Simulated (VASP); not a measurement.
# ReOs (Cm) in VASP: further runs

Runs on ReOs. Level: LDA. Tasks: electric field gradients.

Program: VASP 6.6.1. These are calculated values, not measurements. Logs are shortened: lines on timing, memory, paths and dates and some standing lists are left out, and cuts for length are marked.

### Step 1. The cell of the first run

Symmetry: Cm, No. 8, monoclinic system. The conventional cell has a = 4.776 Å, b = 2.757 Å, c = 4.382 Å, α = 90.00°, β = 90.00°, γ = 90.00°. Re (site symmetry m) has 3 Os at 2.06 to 2.46 Å and 6 Re at 2.76 Å within 2.8 Å. Within 2.8 Å of Os (site symmetry m) lie 3 Re at 2.06 to 2.46 Å and 6 Os at 2.76 Å.

### Step 2. Electric field gradients, LDA (shortest bond scaled by 0.76)

File INCAR:

```
PREC = Accurate
ENCUT = 520
EDIFF = 1E-8
ISMEAR = -1
SIGMA = 0.05
LREAL = F
LASPH = T
NELM = 60
ALGO = Normal
ISIF = 2
LWAVE = F
LCHARG = F
GGA = CA
LEFG = T
NBANDS = 14
```

File KPOINTS:

```
regular mesh
0
Gamma
  12 12 7
```

File POSCAR:

```
ReOs
1.0
    2.7573303527      0.0000000000      0.0000000000
   -1.3786651764      2.3879181321      0.0000000000
    0.0000000000      0.0000000000      4.3824281800
Re Os
1 1
Direct
    0.5866666667      0.2933333333      0.4400000000
    0.0800000000      0.0400000000      0.0600000000
```

Potentials or basis: VASP PAW LDA potentials, release 64 (Re, Os).

Command:

```
$ cat potpaw_LDA.64/Re/POTCAR potpaw_LDA.64/Os/POTCAR > POTCAR
$ mpirun -np 1 vasp_std > vasp.out
```

OUTCAR:

```text
PREC = Accurate
   ENCUT = 520
   EDIFF = 1E-8
   ISMEAR = -1
   LREAL = F
   LASPH = T
   NELM = 60
   ISIF = 2
   GGA = CA

 ion  position               nearest neighbor table
   1  0.587  0.293  0.440-   2 2.06   2 2.46   2 2.46   2 2.97   2 3.27   2 3.27
   2  0.080  0.040  0.060-   1 2.06   1 2.46   1 2.46   1 2.97   1 3.27   1 3.27

  LATTYP: Found a hexagonal cell.
 ALAT       =     2.7573303527
 C/A-ratio  =     1.5893736402

  Lattice vectors:

 A1 = (   2.7573303527,   0.0000000000,   0.0000000000)
 A2 = (  -1.3786651764,   2.3879181321,   0.0000000000)
 A3 = (   0.0000000000,   0.0000000000,   4.3824281800)

Analysis of symmetry for initial positions (statically):
=====================================================================
 Subroutine PRICEL returns:
 Original cell was already a primitive cell.

 Routine SETGRP: Setting up the symmetry group for a
 hexagonal supercell.

 Subroutine GETGRP returns: Found  2 space group operations
 (whereof  2 operations were pure point group operations)
 out of a pool of 24 trial point group operations.

The static configuration has the point symmetry C_1h.

Analysis of symmetry for dynamics (positions and initial velocities):
=====================================================================
 Subroutine PRICEL returns:
 Original cell was already a primitive cell.

 Routine SETGRP: Setting up the symmetry group for a
 hexagonal supercell.

 Subroutine GETGRP returns: Found  2 space group operations
 (whereof  2 operations were pure point group operations)
 out of a pool of 24 trial point group operations.

The dynamic configuration has the point symmetry C_1h.

 Subroutine INISYM returns: Found  2 space group operations
 (whereof  2 operations are pure point group operations),
 and found     1 'primitive' translations

----------------------------------------------------------------------------------------

                                     Primitive cell

  volume of cell :      28.8551

  direct lattice vectors                    reciprocal lattice vectors
     2.757330353  0.000000000  0.000000000     0.362669638  0.209387413  0.000000000
    -1.378665176  2.387918132  0.000000000     0.000000000  0.418774826  0.000000000
     0.000000000  0.000000000  4.382428180     0.000000000  0.000000000  0.228184002

  length of vectors
     2.757330353  2.757330353  4.382428180     0.418774826  0.418774826  0.228184002

  position of ions in fractional coordinates (direct lattice)
     0.586666667  0.293333333  0.440000000
     0.080000000  0.040000000  0.060000000

  ion indices of the primitive-cell ions
   primitive index   ion index
                 1           1
                 2           2

----------------------------------------------------------------------------------------

 KPOINTS: regular mesh

Automatic generation of k-mesh.
 Grid dimensions read from file:
 generate k-points for:   12   12    7

 Generating k-lattice:

  Cartesian coordinates                     Fractional coordinates (reciprocal lattice)
     0.030222470  0.017448951  0.000000000     0.083333333  0.000000000  0.000000000
     0.000000000  0.034897902  0.000000000     0.000000000  0.083333333  0.000000000
     0.000000000  0.000000000  0.032597715     0.000000000  0.000000000  0.142857143

  Length of vectors
     0.034897902  0.034897902  0.032597715

  Shift w.r.t. Gamma in fractional coordinates (k-lattice)
     0.000000000  0.000000000  0.000000000

 Subroutine IBZKPT returns following result:
 ===========================================

 Found    277 irreducible k-points:

 Following reciprocal coordinates:
            Coordinates               Weight
  0.000000  0.000000  0.000000      1.000000
  0.083333  0.000000  0.000000      2.000000
  0.000000  0.083333  0.000000      4.000000
  0.166667  0.000000  0.000000      2.000000
  0.000000  0.166667  0.000000      4.000000
  0.250000  0.000000  0.000000      2.000000
[... 16 lines left out ...]
 -0.083333  0.416667  0.000000      4.000000
 -0.416667  0.333333  0.000000      4.000000
 [... further k-points ...]
   k-points           NKPTS =    277   k-points in BZ     NKDIM =    277   number of bands    NBANDS=     14
   number of dos      NEDOS =    301   number of ions     NIONS =      2
   total plane-waves  NPLWV =  20736
   dimension x,y,z NGX =    24 NGY =   24 NGZ =   36
   dimension x,y,z NGXF=    48 NGYF=   48 NGZF=   72
   ions per type =               1   1
   NGX,Y,Z   is equivalent  to a cutoff of  14.47, 14.47, 13.66 a.u.
   NGXF,Y,Z  is equivalent  to a cutoff of  28.94, 28.94, 27.31 a.u.
 SYSTEM =  unknown system
   PREC   = accura    normal or accurate (medium, high low for compatibility)
   ISTART =      0    job   : 0-new  1-cont  2-samecut
   ICHARG =      2    charge: 1-file 2-atom 10-const
   ISPIN  =      1    spin polarized calculation?
   LNONCOLLINEAR =      F non collinear calculations
   LSORBIT =      F    spin-orbit coupling
   LASPH  =      T    aspherical Exc in radial PAW
   ENCUT  =  520.0 eV  38.22 Ry    6.18 a.u.   5.13  5.13  8.15*2*pi/ulx,y,z
   NELM   =     60;   NELMIN=  2; NELMDL= -5     # of ELM steps
   EDIFF  = 0.1E-07   stopping-criterion for ELM
   LREAL  =      F    real-space projection
   EDIFFG = 0.1E-06   stopping-criterion for IOM
   NSW    =      0    number of steps for IOM
   IBRION =     -1    ionic relax: 0-MD 1-quasi-New 2-CG
   NFREE  =      0    steps in history (QN), initial steepest desc. (CG)
   ISIF   =      2    stress and relaxation
   ISYM   =      2    0-nonsym 1-usesym 2-fastsym
   POTIM  = 0.5000    time-step for ionic-motion
   TEBEG  =    0.0;   TEEND  =   0.0 temperature during run
   PSTRESS=    0.0 pullay stress
   NELECT =      15.0000    total number of electrons
   NUPDOWN=      -1.0000    fix difference up-down
   EMIN   =  10.00;   EMAX   =-10.00  energy-range for DOS
   EFERMI =   0.00;   METHOD = LEGACY
   ISMEAR =    -1;   SIGMA  =   0.05  broadening in eV -4-tet -1-fermi 0-gaus
   EFERMI_NEDOS =   21; number of points for ismear=-14 and -15
   IALGO  =     38    algorithm
   IMIX   =      4    mixing-type and parameters
     AMIX     =   0.40;   BMIX     =  1.00
     AMIX_MAG =   1.60;   BMIX_MAG =  1.00
  volume/ion in A,a.u.               =      14.43        97.36
  Fermi-wavevector in a.u.,A,eV,Ry     =   1.316328  2.487500 23.575091  1.732720
  Thomas-Fermi vector in A             =   2.446448
   LORBIT       =      0    0 simple, 1 ext, 2 COOP (PROOUT), +10 PAW based schemes
   GGA     = CA    functional components
   LHFCALC =     F    Hartree Fock is set to
   AEXX    =    0.0000 exact exchange contribution
   IVDW    =     0    specifies the selected vdW correction
   LEPSILON=     F    determine dielectric tensor
   LRPA    =     F    only Hartree local field effects (RPA)
 non-spin polarized calculation
  energy-cutoff  :      520.00
  volume of cell :       28.86
 maximum number of plane-waves:       787
 NGX is ok and might be reduce to    24
   NGX = 11   NGY = 11   NGZ = 17

 number of electron      15.0000000 magnetization

 Free energy of the ion-electron system (eV)
  ---------------------------------------------------
  ext. energy  EPLUGINS =         0.00000000
  ---------------------------------------------------
  free energy    TOTEN  =       -23.33173848 eV

  energy without entropy =      -23.31925136  energy(sigma->0) =      -23.32549492

 E-fermi :   9.1068     XC(G=0): -13.7741

 val. band max:        9.0936376630   @ k =   0.1667   0.1667   0.1429
 cond. band min:       9.1102579651   @ k =   0.0833   0.0833   0.0000
 fundamental gap:      0.0166203020
 Fermi energy:         9.1068201720

 k-point     1 :       0.0000    0.0000    0.0000
  band No.  band energies     occupation
      1      -1.6744      2.00000
      2       0.4274      2.00000
      3       3.8603      2.00000
      4       4.5520      2.00000
      5       5.0341      2.00000
      6       5.2511      2.00000
      7       7.1532      2.00000
      8       8.3339      2.00000
      9      10.3279      0.00000
     10      11.0436      0.00000
     11      11.6303      0.00000
     12      12.6339      0.00000
     13      16.1120      0.00000
     14      22.2234      0.00000

 k-point     2 :       0.0833    0.0000    0.0000
  band No.  band energies     occupation
      1      -1.3829      2.00000
      2       0.7198      2.00000
      3       3.7659      2.00000
      4       4.7226      2.00000
      5       4.8388      2.00000
      6       5.2068      2.00000
      7       7.3008      2.00000
      8       8.2552      2.00000
      9       9.9343      0.00000
     10      10.3100      0.00000
     11      11.5477      0.00000
     12      13.9700      0.00000
     13      16.5613      0.00000
     14      22.5953      0.00000

 k-point     3 :       0.0000    0.0833    0.0000
  band No.  band energies     occupation
      1      -1.3791      2.00000
      2       0.6350      2.00000
      3       3.6855      2.00000
      4       4.5116      2.00000
      5       4.8945      2.00000
      6       5.4430      2.00000
      7       7.3513      2.00000
      8       8.2884      2.00000
      9       9.5692      0.00019
     10      10.5549      0.00000
     11      12.1409      0.00000
     12      13.6751      0.00000
     13      16.2390      0.00000
     14      22.8070      0.00000
[... 324 lines left out ...]
 k-point    23 :      -0.0833    0.4167    0.0000
  band No.  band energies     occupation
      1       0.9223      2.00000
      2       1.7635      2.00000
      3       2.5324      2.00000
      4       4.2981      2.00000
      5       5.6296      2.00000
      6       6.4648      2.00000
      7       8.5866      1.99994
      8       9.7013      0.00001
      9      10.6218      0.00000
     10      11.8102      0.00000
     11      13.3082      0.00000
     12      16.6171      0.00000
     13      18.5983      0.00000
     14      19.8564      0.00000

 k-point    24 :      -0.4167    0.3333    0.0000
  band No.  band energies     occupation
      1       0.9975      2.00000
      2       1.7528      2.00000
      3       2.6958      2.00000
      4       4.3834      2.00000
      5       5.5782      2.00000
      6       6.7244      2.00000
      7       9.1137      0.93153
      8       9.2262      0.16838
      9      10.3849      0.00000
     10      11.7648      0.00000
     11      12.1143      0.00000
     12      17.2162      0.00000
     13      18.8313      0.00000
     14      19.5469      0.00000

 [... further k-points ...]

------------------------ aborting loop because EDIFF is reached ----------------------------------------

  FORCE on cell =-STRESS in cart. coord.  units (eV):
  Direction    XX          YY          ZZ          XY          YZ          ZX
  --------------------------------------------------------------------------------------
  -------------------------------------------------------------------------------------
  Total       10.0124311      5.0864752     17.9532992      4.2660030      3.6658583      6.3494523
  in kB      555.9389243    282.4258675    996.8545820    236.8692555    203.5463020    352.5525042
  external PRESSURE =     611.7397912 kB  Pullay stress =       0.0000000 kB

 VOLUME and BASIS-vectors are now :
 -----------------------------------------------------------------------------
  energy-cutoff  :      520.00
  volume of cell :       28.86
      direct lattice vectors                 reciprocal lattice vectors
     2.757330353  0.000000000  0.000000000     0.362669638  0.209387413  0.000000000
    -1.378665176  2.387918132  0.000000000     0.000000000  0.418774826  0.000000000
     0.000000000  0.000000000  4.382428180     0.000000000  0.000000000  0.228184002

 POSITION                                       TOTAL-FORCE (eV/Angst)
 -----------------------------------------------------------------------------------
      1.21323      0.70046      1.92827         4.098539      2.366293     13.196203
      0.16544      0.09552      0.26295        -4.098539     -2.366293    -13.196203
 -----------------------------------------------------------------------------------
    total drift:                                0.000031      0.000018     -0.000024

  FREE ENERGIE OF THE ION-ELECTRON SYSTEM (eV)
  ---------------------------------------------------
  free  energy   TOTEN  =       -23.3317384770 eV

  energy  without entropy=      -23.3192513624  energy(sigma->0) =      -23.32549492

 Electric field gradients (V/A^2)
---------------------------------------------------------------------
 ion       V_xx      V_yy      V_zz      V_xy      V_xz      V_yz
---------------------------------------------------------------------
   1     -94.831     6.476    88.355   -87.735    40.415    23.334
   2     -63.410    12.941    50.469   -66.121    87.491    50.513
---------------------------------------------------------------------

 Electric field gradients after diagonalization (V/A^2)
 (convention: |V_zz| > |V_xx| > |V_yy|)
----------------------------------------------------------------------
 ion       V_xx      V_yy      V_zz     asymmetry (V_yy - V_xx)/ V_zz
----------------------------------------------------------------------
   1      97.324    57.130  -154.454       0.260
   2     100.879    51.116  -151.995       0.327
----------------------------------------------------------------------

           NMR quadrupolar parameters

 Cq : quadrupolar parameter    Cq=e*Q*V_zz/h
 eta: asymmetry parameters     (V_yy - V_xx)/ V_zz
 Q  : nuclear electric quadrupole moment in mb (millibarn)
----------------------------------------------------------------------
 ion       Cq(MHz)       eta       Q (mb)
----------------------------------------------------------------------
   1      -0.373       0.260       1.000
   2      -0.368       0.327       1.000
----------------------------------------------------------------------
```

Run time: 3.1 min. Hardware: 1 thread of Intel Xeon 8259CL, shared host; peak memory 0.25 GiB.

What came out:

```yaml
Free_energy: -23.3317 eV
Pressure: 61.2 GPa
Largest_force: 14.019 eV/Å
Band_gap_on_the_k_mesh: zero (an odd number of electrons rules out a gap without spin polarisation)
Largest_electric_field_gradient_by_atom: Re -154.5; Os -152.0 V/Å²
```

Forces in eV/Å, atoms in the order of the input:
```
Re    4.099   2.366  13.196
Os   -4.099  -2.366 -13.196
```

Electric field gradients, principal values (V/Å²):
| atom | least | middle | greatest (by size) |
| --- | --- | --- | --- |
| 1 Re | 57.130 | 97.324 | -154.454 |
| 2 Os | 51.116 | 100.879 | -151.995 |

Caveat: the cell differs from its parent crystal (shortest bond scaled by 0.76); the cell stands under pressure; without QUAD_EFG the Cq values of the log hold for a quadrupole moment of 1 mb, not for the nuclei; spin-orbit coupling is left out, which moves the levels of the heavy elements; forces of over 1 eV/Å act on the atoms, so gaps and moduli don't describe the material at rest.

(Continued in part 2 of 2.)
